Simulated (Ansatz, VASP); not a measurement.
## Two plane-wave programs on FeO

INCAR

```
ALGO = Normal
EDIFF = 1E-6
ENCUT = 520
GGA = RE
ISIF = 2
ISMEAR = -1
ISPIN = 2
LASPH = T
LCHARG = F
LMAXMIX = 4
LORBIT = 11
LREAL = F
LWAVE = F
MAGMOM = 3 0
NBANDS = 18
NELM = 150
PREC = Accurate
SIGMA = 0.05
```

KPOINTS

```
k-points
0
Gamma
  11 11 11
```

Contents of POSCAR:

```
FeO
1.0
    0.0000000000      2.1554000000      2.1554000000
    2.1554000000      0.0000000000      2.1554000000
    2.1554000000      2.1554000000      0.0000000000
Fe O
1 1
Direct
    0.0000000000      0.0000000000      0.0000000000
    0.5000000000      0.5000000000      0.5000000000
```

The input input.yaml:

```yaml
crystal:
  lattice:
    - [0.0, 2.1554, 2.1554]
    - [2.1554, 0.0, 2.1554]
    - [2.1554, 2.1554, 0.0]
  atoms:
    - { symbol: Fe, position: [0.0, 0.0, 0.0], spin: 3.0 }
    - { symbol: O, position: [0.5, 0.5, 0.5] }
hamiltonian:
  xc: revpbe
  pseudopotentials: { kind: paw }
magnetization:
  spin_polarized: true
kpoints:
  mp_grid: { grid: [11, 11, 11] }
scf:
  occupations: { method: fermi_dirac, width: 0.05 }
output:
  forces: true
  stress: true
  eigenvalues: true
```

Alike in both runs: task single point; functional revPBE; k mesh 11 × 11 × 11; occupations fermi-dirac, width 0.05 eV; collinear spin.

|  | VASP | Ansatz |
| --- | --- | --- |
| version | VASP 6.6.1 | Ansatz 0.2.0 |
| potentials or method | VASP PAW PBE potentials, release 64 (Fe, O) | Ansatz PAW |
| plane-wave cutoff (eV) | 520 | 420 |
| valence electrons in the cell | 14 | 22 |

|  | VASP | Ansatz | Ansatz less VASP |
| --- | --- | --- | --- |
| gap on the k mesh at the Fermi level (eV) | none | none | - |
| pressure (GPa) | 3.9 | 3.9 | -0.06 |
| net moment per atom (μB) | 2.00 | 2.00 | 0.000 |
| size of the moment on the site where the two differ most (μB) | 3.62 | 3.46 | -0.168 |

VASP's potentials were made for PBE, not for revPBE. Site moments also hang on the region over which each program counts them. A gap of «none» marks a metal or a gap that the smearing closes. VASP's potentials hold 14 valence electrons a cell and Ansatz's 22, so a difference there can come from the potentials and not from the codes.
